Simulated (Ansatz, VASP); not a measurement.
# One calculation of MgO, two programs

Contents of INCAR:

```
SYSTEM = MgO
  ALGO = Normal
  EDIFF = 1E-6
  ENCUT = 520
  ISIF = 2
  ISMEAR = 0
  LASPH = .True.
  LCHARG = .True.
  LELF = .True.
  LREAL = .False.
  LVHAR = .True.
  LWAVE = .False.
  NBANDS = 11
  NELM = 100
  PREC = Accurate
  SIGMA = 0.05
```

The input KPOINTS:

```
k-points
0
Gamma
  9 9 8
  0 0 0
```

Contents of POSCAR:

```
MgO
1.0
    2.9380209034      0.0000000000      0.0000000000
   -1.4690104517      2.5444007392      0.0000000000
    0.0000000000      0.0000000000      2.6796800000
Mg O
1 1
Direct
    0.0000000000      0.0000000000      0.0000000000
    0.3333333333      0.6666666667      0.4720115835
```

Input for Ansatz:

```yaml
crystal:
  lattice:
    - [2.9380209034, 0.0, 0.0]
    - [-1.4690104517, 2.5444007392, 0.0]
    - [0.0, 0.0, 2.67968]
  atoms:
    - { symbol: Mg, position: [0.0, 0.0, 0.0] }
    - { symbol: O, position: [0.3333333333, 0.6666666667, 0.4720115835] }
basis:
  ecutwfc: 420
kpoints:
  mp_grid: { grid: [9, 9, 8] }
hamiltonian:
  xc: lda
scf:
  occupations: { method: gaussian, width: 0.05 }
output:
  forces: true
  stress: true
  eigenvalues: true
```

Change from the starting cell: all O atoms moved +0.075 Å, as atom 2 towards its neighbour atom 2 (O) at 2.680 Å.

Alike in both runs: task single point; functional LDA; k mesh 9 × 9 × 8; occupations gaussian, width 0.05 eV; no spin polarisation.

|  | VASP | Ansatz |
| --- | --- | --- |
| version | VASP 6.6.1 | Ansatz 0.2.0 |
| potentials or method | VASP PAW LDA potentials, release 64 (Mg, O), cutoff 520 eV | scalar-relativistic, plane waves, PAW |
| valence electrons in the cell | 8 | 16 |

Ansatz gave:

| Property | Result |
| --- | --- |
| gap on the k mesh at the Fermi level (eV) | 2.94 |
| least direct gap on the mesh (eV) | 3.35 |
| pressure (GPa) | -8.9 |
| traceless stress, the component that is largest in VASP (GPa) | -0.72 |
| rms of the force components (eV/Å) | 0.123 |

Task: Estimate VASP's values.

Result: gap on the k mesh at the Fermi level (eV): 2.94; least direct gap on the mesh (eV): 3.35; pressure (GPa): -10.5; traceless stress, the component that is largest in VASP (GPa): -0.93; rms of the force components (eV/Å): 0.126.

LDA's correlation is that of Perdew and Zunger in VASP and of Perdew and Wang (1992) in Ansatz. Atom by atom the forces differ by 0.003 eV/Å (rms over components). VASP's potentials hold 8 valence electrons a cell and Ansatz's 16, so a difference there can come from the potentials and not from the codes.
